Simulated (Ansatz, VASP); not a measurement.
## One calculation of GaP, two programs

Contents of INCAR:

```
SYSTEM = GaP
ALGO = Normal ; EDIFF = 1E-6
ENCUT = 520 ; GGA = PE
ISIF = 2 ; ISMEAR = -1
LASPH = .True. ; LCHARG = .False.
LREAL = .False. ; LWAVE = .False.
NBANDS = 16 ; NELM = 60
PREC = Accurate ; SIGMA = 0.1
```

KPOINTS

```
k-points
0
Gamma
  12 12 12
  0 0 0
```

Contents of POSCAR:

```
GaP
1.0
    0.0000000000      3.5745170000      0.0000000000
    3.5745170000      0.0000000000      0.0000000000
    1.7872580000      1.7872580000     -2.7818900000
Ga P
1 1
Direct
    0.0000000000      0.0000000000      0.0000000000
    0.4280000000      0.4280000000      0.1440000000
```

Input for Ansatz:

```yaml
crystal:
  lattice:
    - [0.0, 3.574517, 0.0]
    - [3.574517, 0.0, 0.0]
    - [1.787258, 1.787258, -2.78189]
  atoms:
    - { symbol: Ga, position: [0.0, 0.0, 0.0] }
    - { symbol: P, position: [0.428, 0.428, 0.144] }
  symmetry: { tolerance: 0.0003 }
kpoints:
  mp_grid: { grid: [12, 12, 12], shift: [0, 0, 0] }
  band_path:
    path:
      - [0.0, 0.0, 0.0]
      - [0.5, 0.5, 0.5]
      - [0.5, 0.5, 0.75]
      - [0.5, 0.0, 0.5]
      - [0.0, 0.0, 0.0]
      - [0.0, 0.0, 0.5]
      - [0.29362132, 0.0, 0.64681066]
      - [0.70637868, 0.0, 0.35318934]
      - [0.0, 0.0, 0.0]
      - [0.5, 0.5, 0.5]
      - [0.70637868, 0.29362132, 0.5]
    npoints: 6
magnetization:
  spin_polarized: false
scf:
  occupations: { method: fermi_dirac }
  lower_state_search: "off"
  max_iter: 200
hamiltonian:
  pseudopotentials: { kind: paw }
  xc: pbe
basis:
  ecutwfc: 420
  fft_grid_basis: typed
output:
  forces: true
  stress: true
  eigenvalues: true
  bader: true
  populations: true
  elf: true
  write_potential: true
  volumetric_format: npy
  dos:
    e_range: [-12, 8]
    de: 0.05
    projected: { site_lists: { Ga: [Ga], P: [P] } }
checkpoint:
  read: saved_state
```

Alike in both runs: task single point; functional PBE; k mesh 12 × 12 × 12; no spin polarisation.

```csv
,VASP,Ansatz
version,VASP 6.6.1,Ansatz 0.2.0
potentials or method,"VASP PAW PBE potentials, release 64 (Ga_d, P), cutoff 520 eV",PAW plane waves
occupations,"fermi-dirac, width 0.1 eV",fermi-dirac
valence electrons in the cell,18,18
```

```csv
,VASP,Ansatz,Ansatz less VASP
pressure (GPa),0.6,0.6,-0.03
"traceless stress, the component that is largest in VASP (GPa)",4.57,4.63,+0.063
rms of the force components (eV/Å),0.003,0.004,+0.0015
```

Atom by atom the forces differ by 0.002 eV/Å (rms over components).
